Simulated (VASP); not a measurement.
# ZnAs2C: single point with r2SCAN+rVV10

Crystal: ZnAs2C.

```
Zn As C
1.0
    -2.62465    2.62465    4.76598
     2.62465   -2.62465    4.76598
     2.62465    2.62465   -4.76598
Zn As C
2 4 2
Direct
  0.00000 0.00000 0.00000
  0.75000 0.25000 0.50000
  0.37500 0.43295 0.55795
  0.18295 0.62500 0.05795
  0.87500 0.81705 0.44205
  0.56705 0.12500 0.94205
  0.50000 0.50000 0.00000
  0.25000 0.75000 0.50000
```

```yaml
Program: VASP 6.6.1
Task: single point
Functional: r2SCAN
Dispersion: rVV10
Potentials_or_basis: VASP PAW PBE potentials, release 64 (Zn, As, C)
Cutoff: 520 eV
k_mesh: 6 × 6 × 6
Occupations: fermi-dirac, width 0.03 eV
Spin: no spin polarisation
```

```yaml
Pressure: 0.4 GPa
Largest_force: 0.016 eV/Å
Band_gap_on_the_k_mesh: 0.96 eV
```

Forces on the atoms (eV/Å):
```
Zn   0.000  0.000  0.000
Zn   0.000  0.000  0.000
As  -0.016  0.000  0.000
As   0.000 -0.016  0.000
As   0.016  0.000  0.000
As   0.000  0.016  0.000
C    0.000  0.000  0.000
C    0.000  0.000  0.000
```

Levels at points of the mesh, in eV from the valence-band top:
```
           k point  band 22  band 23  band 24  band 25  band 26  band 27  band 28  band 29  band 30  band 31
(0.00, 0.00, 0.00)    -3.06    -3.06    -0.35    -0.35     0.00     0.96     1.37     1.48     2.92     2.92
(0.50, 0.00, 0.00)    -3.89    -2.79    -2.34    -1.45    -0.61     2.30     2.36     3.09     3.21     4.39
(0.50, 0.50, 0.00)    -2.88    -1.63    -1.63    -0.78    -0.78     1.27     1.27     3.10     3.10     4.02
(0.50, 0.50, 0.50)    -2.97    -2.69    -2.69    -1.01    -1.01     1.28     1.28     2.23     2.23     3.13
```

Run time: 20 min on 1 thread of Intel(R) Xeon(R) Platinum 8259CL CPU @ 2.50GHz (Skylake/Cascade Lake), on a shared host, peak memory 0.83 GiB.

Caveat: the PAW data sets were made with another functional, which shifts forces and pressure a little. A k mesh can miss the band edges.
